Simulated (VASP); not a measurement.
# Sr2RePdO6 (I4/m) in VASP: single point with PBE

Aim: the single point of Sr2RePdO6 with PBE.

Everything below comes from runs of VASP 6.6.1. Logs are shortened: lines on timing, memory, paths and dates and some standing lists are left out, and cuts for length are marked.

## 1. The cell of the first run

It takes space group I4/m (No. 87, tetragonal). The conventional cell has a = 5.600 Å, b = 5.600 Å, c = 7.996 Å, α = 90.00°, β = 90.00°, γ = 90.00°. Re (site symmetry 4/m) has 6 O at 1.94 Å within 2.6 Å. Pd (site symmetry 4/m) has 6 O at 2.05 to 2.06 Å within 2.7 Å. Within 3.0 Å of O (site symmetry m) lie 1 Re at 1.94 Å and 1 Pd at 2.05 Å and 4 Sr at 2.66 to 2.98 Å and 8 O at 2.74 to 2.90 Å. Within 2.6 Å of O (site symmetry 4) lie 1 Re at 1.94 Å and 1 Pd at 2.06 Å. Sr (site symmetry -4) has 12 O at 2.66 to 2.98 Å and 4 Re at 3.44 Å and 4 Pd at 3.44 Å within 3.5 Å.

## 2. Single point, PBE

Contents of INCAR:

```
SYSTEM = Sr2RePdO6
  ALGO = Normal
  EDIFF = 1E-6
  ENCUT = 700
  GGA = PE
  GGA_COMPAT = .False.
  ISIF = 2
  ISMEAR = -1
  LASPH = .True.
  LCHARG = .False.
  LREAL = .False.
  LWAVE = .False.
  NBANDS = 56
  NELM = 120
  PREC = Accurate
  SIGMA = 0.1
```

Contents of KPOINTS:

```
k-points
0
Gamma
  5 5 5
  0 0 0
```

Contents of POSCAR:

```
Sr2RePdO6
1.0
    0.0000000000      5.5995780000      0.0000000000
    5.5995780000      0.0000000000      0.0000000000
    2.7997890000      2.7997890000     -3.9977730000
Re Pd O Sr
1 1 6 2
Direct
    0.5000000000      0.5000000000      0.0000000000
    0.0000000000      0.0000000000      0.0000000000
    0.2277000000      0.2861000000      0.0000000000
    0.2861000000      0.7723000000      0.0000000000
    0.7723000000      0.7139000000      0.0000000000
    0.7139000000      0.2277000000      0.0000000000
    0.2571000000      0.2571000000      0.4858000000
    0.7429000000      0.7429000000      0.5142000000
    0.7500000000      0.2500000000      0.5000000000
    0.2500000000      0.7500000000      0.5000000000
```

Potentials or basis: VASP PAW PBE potentials, release 64 (Re_sv_GW, Pd_sv_GW, O, Sr_sv).

Started as:

```console
$ cat potpaw_PBE.64/Re_sv_GW/POTCAR potpaw_PBE.64/Pd_sv_GW/POTCAR potpaw_PBE.64/O/POTCAR potpaw_PBE.64/Sr_sv/POTCAR > POTCAR
$ mpirun -np 1 vasp_std > vasp.out
```

OUTCAR:

```text
SYSTEM = Sr2RePdO6
   EDIFF = 1E-6
   ENCUT = 700
   GGA = PE
   ISIF = 2
   ISMEAR = -1
   LASPH = .True.
   LREAL = .False.
   NELM = 120
   PREC = Accurate

 ion  position               nearest neighbor table
   1  0.500  0.500  0.000-   3 1.94   4 1.94   5 1.94   6 1.94   7 1.94   8 1.94  10 3.44   9 3.44
                            10 3.44   9 3.44   9 3.44  10 3.44   9 3.44  10 3.44
   2  0.000  0.000  0.000-   3 2.05   4 2.05   5 2.05   6 2.05   8 2.06   7 2.06   9 3.44  10 3.44
                             9 3.44  10 3.44   9 3.44  10 3.44  10 3.44   9 3.44
   3  0.228  0.286  0.000-   1 1.94   2 2.05   9 2.66  10 2.66   9 2.98  10 2.98
   4  0.286  0.772  0.000-   1 1.94   2 2.05  10 2.66   9 2.66  10 2.98   9 2.98
   5  0.772  0.714  0.000-   1 1.94   2 2.05   9 2.66  10 2.66   9 2.98  10 2.98
   6  0.714  0.228  0.000-   1 1.94   2 2.05  10 2.66   9 2.66  10 2.98   9 2.98
   7  0.257  0.257  0.486-   1 1.94   2 2.06   9 2.80  10 2.80  10 2.80   9 2.80
   8  0.743  0.743  0.514-   1 1.94   2 2.06  10 2.80   9 2.80  10 2.80   9 2.80
   9  0.750  0.250  0.500-   4 2.66   6 2.66   3 2.66   5 2.66   8 2.80   7 2.80   7 2.80   8 2.80
                             6 2.98   5 2.98   4 2.98   3 2.98   2 3.44   1 3.44   2 3.44   1 3.44
  10  0.250  0.750  0.500-   3 2.66   5 2.66   4 2.66   6 2.66   8 2.80   7 2.80   7 2.80   8 2.80
                             3 2.98   5 2.98   4 2.98   6 2.98   2 3.44   1 3.44   2 3.44   1 3.44

  LATTYP: Found a body centered tetragonal cell.
 ALAT       =     5.5995780000
 C/A-ratio  =     1.4278836727

  Lattice vectors:

 A1 = (  -2.7997890000,   2.7997890000,   3.9977730000)
 A2 = (   2.7997890000,  -2.7997890000,   3.9977730000)
 A3 = (   2.7997890000,   2.7997890000,  -3.9977730000)

Analysis of symmetry for initial positions (statically):
=====================================================================
 Subroutine PRICEL returns:
 Original cell was already a primitive cell.

 Routine SETGRP: Setting up the symmetry group for a
 body centered tetragonal supercell.

 Subroutine GETGRP returns: Found  8 space group operations
 (whereof  8 operations were pure point group operations)
 out of a pool of 16 trial point group operations.

The static configuration has the point symmetry C_4h.

Analysis of symmetry for dynamics (positions and initial velocities):
=====================================================================
 Subroutine PRICEL returns:
 Original cell was already a primitive cell.

 Routine SETGRP: Setting up the symmetry group for a
 body centered tetragonal supercell.

 Subroutine GETGRP returns: Found  8 space group operations
 (whereof  8 operations were pure point group operations)
 out of a pool of 16 trial point group operations.

The dynamic configuration has the point symmetry C_4h.

 Subroutine INISYM returns: Found  8 space group operations
 (whereof  8 operations are pure point group operations),
 and found     1 'primitive' translations

----------------------------------------------------------------------------------------

                                     Primitive cell

  volume of cell :     125.3513

  direct lattice vectors                    reciprocal lattice vectors
     0.000000000  5.599578000  0.000000000     0.000000000  0.178584886  0.125069633
     5.599578000  0.000000000  0.000000000     0.178584886  0.000000000  0.125069633
     2.799789000  2.799789000 -3.997773000     0.000000000  0.000000000 -0.250139265

  length of vectors
     5.599578000  5.599578000  5.626706483     0.218025170  0.218025170  0.250139265

  position of ions in fractional coordinates (direct lattice)
     0.500000000  0.500000000  0.000000000
     0.000000000  0.000000000  0.000000000
     0.227700000  0.286100000  0.000000000
     0.286100000  0.772300000  0.000000000
     0.772300000  0.713900000  0.000000000
     0.713900000  0.227700000  0.000000000
     0.257100000  0.257100000  0.485800000
     0.742900000  0.742900000  0.514200000
     0.750000000  0.250000000  0.500000000
     0.250000000  0.750000000  0.500000000

  ion indices of the primitive-cell ions
   primitive index   ion index
                 1           1
                 2           2
                 3           3
                 4           4
                 5           5
                 6           6
                 7           7
                 8           8
                 9           9
                10          10

----------------------------------------------------------------------------------------

 KPOINTS: k-points

Automatic generation of k-mesh.
 Grid dimensions read from file:
 generate k-points for:    5    5    5

 Generating k-lattice:

  Cartesian coordinates                     Fractional coordinates (reciprocal lattice)
     0.000000000  0.035716977  0.025013927     0.200000000  0.000000000 -0.000000000
     0.035716977  0.000000000  0.025013927     0.000000000  0.200000000 -0.000000000
     0.000000000  0.000000000 -0.050027853     0.000000000  0.000000000  0.200000000

  Length of vectors
     0.043605034  0.043605034  0.050027853

  Shift w.r.t. Gamma in fractional coordinates (k-lattice)
     0.000000000  0.000000000  0.000000000

 Subroutine IBZKPT returns following result:
 ===========================================

 Found     21 irreducible k-points:

 Following reciprocal coordinates:
            Coordinates               Weight
  0.000000  0.000000  0.000000      1.000000
  0.200000  0.000000  0.000000      8.000000
  0.400000  0.000000  0.000000      8.000000
  0.200000  0.200000  0.000000      8.000000
  0.400000  0.200000  0.000000      8.000000
 -0.200000 -0.400000  0.000000      8.000000
[... 13 lines left out ...]
  0.000000  0.000000  0.400000      2.000000
 -0.200000  0.000000  0.400000      4.000000
   k-points           NKPTS =     21   k-points in BZ     NKDIM =     21   number of bands    NBANDS=     56
   number of dos      NEDOS =    301   number of ions     NIONS =     10
   total plane-waves  NPLWV = 115200
   dimension x,y,z NGX =    48 NGY =   48 NGZ =   50
   dimension x,y,z NGXF=    96 NGYF=   96 NGZF=  100
   ions per type =               1   1   6   2
   NGX,Y,Z   is equivalent  to a cutoff of  14.25, 14.25, 14.77 a.u.
   NGXF,Y,Z  is equivalent  to a cutoff of  28.50, 28.50, 29.55 a.u.
 SYSTEM =  Sr2RePdO6
   PREC   = accura    normal or accurate (medium, high low for compatibility)
   ISTART =      0    job   : 0-new  1-cont  2-samecut
   ICHARG =      2    charge: 1-file 2-atom 10-const
   ISPIN  =      1    spin polarized calculation?
   LNONCOLLINEAR =      F non collinear calculations
   LSORBIT =      F    spin-orbit coupling
   LASPH  =      T    aspherical Exc in radial PAW
   ENCUT  =  700.0 eV  51.45 Ry    7.17 a.u.  12.08 12.08 12.14*2*pi/ulx,y,z
   NELM   =    120;   NELMIN=  2; NELMDL= -5     # of ELM steps
   EDIFF  = 0.1E-05   stopping-criterion for ELM
   LREAL  =      F    real-space projection
[... 7 lines left out ...]
   TEBEG  =    0.0;   TEEND  =   0.0 temperature during run
   PSTRESS=    0.0 pullay stress
   NELECT =      89.0000    total number of electrons
   NUPDOWN=      -1.0000    fix difference up-down
   EMIN   =  10.00;   EMAX   =-10.00  energy-range for DOS
   EFERMI =   0.00;   METHOD = LEGACY
   ISMEAR =    -1;   SIGMA  =   0.10  broadening in eV -4-tet -1-fermi 0-gaus
   EFERMI_NEDOS =   21; number of points for ismear=-14 and -15
   IALGO  =     38    algorithm
   IMIX   =      4    mixing-type and parameters
     AMIX     =   0.40;   BMIX     =  1.00
     AMIX_MAG =   1.60;   BMIX_MAG =  1.00
  volume/ion in A,a.u.               =      12.54        84.59
  Fermi-wavevector in a.u.,A,eV,Ry     =   1.460479  2.759905 29.021204  2.132998
  Thomas-Fermi vector in A             =   2.576923
   LORBIT       =      0    0 simple, 1 ext, 2 COOP (PROOUT), +10 PAW based schemes
   GGA     = PE    functional components
   LHFCALC =     F    Hartree Fock is set to
   AEXX    =    0.0000 exact exchange contribution
   IVDW    =     0    specifies the selected vdW correction
   LEPSILON=     F    determine dielectric tensor
   LRPA    =     F    only Hartree local field effects (RPA)
 non-spin polarized calculation
  energy-cutoff  :      700.00
  volume of cell :      125.35
 maximum number of plane-waves:      5286
   NGX = 25   NGY = 25   NGZ = 25

 number of electron      89.0000000 magnetization

 Free energy of the ion-electron system (eV)
  ---------------------------------------------------
  ext. energy  EPLUGINS =         0.00000000
  ---------------------------------------------------
  free energy    TOTEN  =       -68.93189021 eV

  energy without entropy =      -68.69681651  energy(sigma->0) =      -68.81435336

 E-fermi :   6.5507     XC(G=0): -11.3675

 val. band max:        6.5410015131   @ k =  -0.2000  -0.4000   0.0000
 cond. band min:       6.5632939181   @ k =   0.4000   0.2000   0.0000
 fundamental gap:      0.0222924050
 Fermi energy:         6.5506860292

 k-point     1 :       0.0000    0.0000    0.0000
  band No.  band energies     occupation
      1     -79.0078      2.00000
      2     -76.2208      2.00000
      3     -44.7767      2.00000
      4     -44.7767      2.00000
      5     -44.7240      2.00000
      6     -38.0796      2.00000
[... 48 lines left out ...]
     55      12.2764      0.00000
     56      12.4370      0.00000

 k-point     2 :       0.2000    0.0000    0.0000
  band No.  band energies     occupation
      1     -79.0078      2.00000
      2     -76.2209      2.00000
      3     -44.7767      2.00000
      4     -44.7767      2.00000
      5     -44.7240      2.00000
      6     -38.0796      2.00000
[... 48 lines left out ...]
     55      12.3082      0.00000
     56      12.5064      0.00000

 k-point     3 :       0.4000    0.0000    0.0000
  band No.  band energies     occupation
      1     -79.0079      2.00000
      2     -76.2209      2.00000
      3     -44.7767      2.00000
      4     -44.7767      2.00000
      5     -44.7240      2.00000
      6     -38.0797      2.00000
[... 995 lines left out ...]
 k-point    20 :       0.0000    0.0000    0.4000
  band No.  band energies     occupation
      1     -79.0078      2.00000
      2     -76.2209      2.00000
      3     -44.7767      2.00000
      4     -44.7767      2.00000
      5     -44.7240      2.00000
      6     -38.0798      2.00000
[... 48 lines left out ...]
     55      12.8498      0.00000
     56      12.8508      0.00000

 k-point    21 :      -0.2000    0.0000    0.4000
  band No.  band energies     occupation
      1     -79.0079      2.00000
      2     -76.2209      2.00000
      3     -44.7767      2.00000
      4     -44.7767      2.00000
      5     -44.7240      2.00000
      6     -38.0798      2.00000
[... 48 lines left out ...]
     55      12.4238      0.00000
     56      12.8397      0.00000

------------------------ aborting loop because EDIFF is reached ----------------------------------------

  FORCE on cell =-STRESS in cart. coord.  units (eV):
  Direction    XX          YY          ZZ          XY          YZ          ZX
  --------------------------------------------------------------------------------------
  -------------------------------------------------------------------------------------
  Total        6.6859186      6.6859186      6.7752946      0.0000009      0.0000000      0.0000000
  in kB       85.4560739     85.4560739     86.5984335      0.0000118      0.0000000      0.0000000
  external PRESSURE =      85.8368605 kB  Pullay stress =       0.0000000 kB

 VOLUME and BASIS-vectors are now :
 -----------------------------------------------------------------------------
  energy-cutoff  :      700.00
  volume of cell :      125.35
      direct lattice vectors                 reciprocal lattice vectors
     0.000000000  5.599578000  0.000000000     0.000000000  0.178584886  0.125069633
     5.599578000  0.000000000  0.000000000     0.178584886  0.000000000  0.125069633
     2.799789000  2.799789000 -3.997773000     0.000000000  0.000000000 -0.250139265

 POSITION                                       TOTAL-FORCE (eV/Angst)
 -----------------------------------------------------------------------------------
      2.79979      2.79979      0.00000         0.000000     -0.000000      0.000000
      0.00000      0.00000      0.00000         0.000000     -0.000000      0.000000
      1.60204      1.27502      0.00000         1.301765      0.570229      0.000000
      4.32455      1.60204      0.00000        -0.570229      1.301765     -0.000000
      3.99754      4.32455      0.00000        -1.301765     -0.570229     -0.000000
      1.27502      3.99754      0.00000         0.570229     -1.301765      0.000000
      2.79979      2.79979     -1.94212         0.000000     -0.000000      1.553571
      5.59958      5.59958     -2.05565         0.000000      0.000000     -1.553571
      2.79979      5.59958     -1.99889         0.000000      0.000000      0.000000
      5.59958      2.79979     -1.99889         0.000000      0.000000      0.000000
 -----------------------------------------------------------------------------------
    total drift:                                0.000000      0.000000     -0.000000

  FREE ENERGIE OF THE ION-ELECTRON SYSTEM (eV)
  ---------------------------------------------------
  free  energy   TOTEN  =       -68.9318902105 eV

  energy  without entropy=      -68.6968165146  energy(sigma->0) =      -68.81435336
```

It took 8 min on 1 thread of Intel Xeon Platinum 8259CL at 2.50GHz (Skylake/Cascade Lake), shared host; peak memory 0.5 GiB.

Results:

```
Free energy            : -68.9319 eV
Pressure               : 8.6 GPa
Largest force          : 1.554 eV/Å
Band gap on the k mesh : zero (an odd number of electrons rules out a gap without spin polarisation)
```

Forces in eV/Å, atoms in the order of the input:
```
Re   0.000  0.000  0.000
Pd   0.000  0.000  0.000
O    1.302  0.570  0.000
O   -0.570  1.302  0.000
O   -1.302 -0.570  0.000
O    0.570 -1.302  0.000
O    0.000  0.000  1.554
O    0.000  0.000 -1.554
Sr   0.000  0.000  0.000
Sr   0.000  0.000  0.000
```

Caveat: the cell stands under pressure; spin-orbit coupling is left out, which moves the levels of the heavy elements; an odd number of electrons without spin polarisation forces a metal; a magnetic or distorted state may lie lower.

The gap in the log of VASP goes by the Fermi energy; the results here count the filled bands.